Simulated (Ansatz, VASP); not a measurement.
# Two plane-wave programs on Cd2Cu

```
CELL_PARAMETERS angstrom
0.00000 3.46418 0.00000
3.46418 0.00000 0.00000
1.73209 1.73209 -6.01487
ATOMIC_POSITIONS crystal
Cu 0.00000 0.00000 0.00000
Cd 0.34000 0.34000 0.32000
Cd 0.66000 0.66000 0.68000
```

Alike in both runs: task single point; functional PBE; k mesh 5 × 5 × 5; occupations fermi-dirac, width 0.0369 eV; no spin polarisation.

|  | VASP | Ansatz |
| --- | --- | --- |
| version | VASP 6.6.1 | Ansatz 0.2.0 |
| potentials or method | VASP PAW PBE potentials, release 64 (Cu, Cd), cutoff 520 eV | PAW plane waves |
| valence electrons in the cell | 35 | 59 |

Ansatz gave:

* gap on the k mesh at the Fermi level (eV): none
* pressure (GPa): -8.9
* traceless stress, the component that is largest in VASP (GPa): 0.73
* rms of the force components (eV/Å): 0.212

Question: Estimate VASP's values.

Answer: gap on the k mesh at the Fermi level (eV): none; pressure (GPa): -8.7; traceless stress, the component that is largest in VASP (GPa): 0.75; rms of the force components (eV/Å): 0.209.

Atom by atom the forces differ by 0.003 eV/Å (rms over components). A gap of «none» marks a metal or a gap that the smearing closes. VASP's potentials hold 35 valence electrons a cell and Ansatz's 59, so a difference there can come from the potentials and not from the codes.

The k mesh is coarse, so the values compare programs but aren't converged.
